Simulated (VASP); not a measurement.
Set up this calculation in VASP 6.6.1, as the native input.

* Task: single point
* Functional: r2SCAN
* Potentials or basis: VASP PAW PBE potentials, release 64 (In_d, Sb)
* Cutoff: 520 eV
* k mesh: 10 × 10 × 10
* Occupations: gaussian, width 0.1 eV
* Spin: no spin polarisation
* Dipole correction: no
* Further INCAR settings: ALGO = Normal; EDIFF = 1e-07; NBANDS = 30

Crystal: In3Sb.

```xyz
4
Lattice="4.7380 0.0000 0.0000 0.0000 4.7380 0.0000 0.0000 0.0000 4.7380" Properties=species:S:1:pos:R:3 pbc="T T T"
In    2.3690    2.3690    0.0000
In    2.3690    0.0000    2.3690
In    0.0000    2.3690    2.3690
Sb    0.0000    0.0000    0.0000
```

The input as run:

POSCAR

```
In3Sb
1.0
    4.7380130795      0.0000000000      0.0000000000
    0.0000000000      4.7380130795      0.0000000000
    0.0000000000      0.0000000000      4.7380130795
In Sb
3 1
Direct
    0.5000000000      0.5000000000      0.0000000000
    0.5000000000      0.0000000000      0.5000000000
    0.0000000000      0.5000000000      0.5000000000
    0.0000000000      0.0000000000      0.0000000000
```

INCAR.step1

```
SYSTEM = In3Sb
  PREC = Accurate
  ENCUT = 520
  ISMEAR = 0
  SIGMA = 0.1
  LREAL = .False.
  LASPH = .True.
  NELM = 60
  NBANDS = 30
  GGA = PE
  ALGO = Normal
  EDIFF = 1E-4
  LWAVE = .True.
  LCHARG = .False.
```

INCAR.step2

```
SYSTEM = In3Sb
  PREC = Accurate
  ENCUT = 520
  EDIFF = 1E-7
  ISMEAR = 0
  SIGMA = 0.1
  LREAL = .False.
  LASPH = .True.
  NELM = 60
  ALGO = Normal
  ISIF = 2
  LWAVE = .False.
  LCHARG = .False.
  METAGGA = R2SCAN
  LMIXTAU = .True.
  NBANDS = 30
  ISTART = 1
```

KPOINTS

```
Automatic mesh
0
Gamma
  10 10 10
  0 0 0
```

Potentials or basis: VASP PAW PBE potentials, release 64 (In_d, Sb).

Launch:

```console
$ cat potpaw_PBE.64/In_d/POTCAR potpaw_PBE.64/Sb/POTCAR > POTCAR
$ cp INCAR.step1 INCAR
$ mpirun -np 1 vasp_std > vasp.out
$ cp INCAR.step2 INCAR
$ mpirun -np 1 vasp_std > vasp.out
```

Results of the run:

- Pressure: 1.3 GPa
- Band gap on the k mesh: zero (bands 22 and 23 overlap by 4.09 eV)

Caveat: the PAW data sets were made with another functional, which shifts forces and pressure a little; spin-orbit coupling is left out, which moves the levels of the heavy elements.

It took 7.6 min on 1 thread of Intel Xeon 8259CL (shared host), peak memory 0.32 GiB.
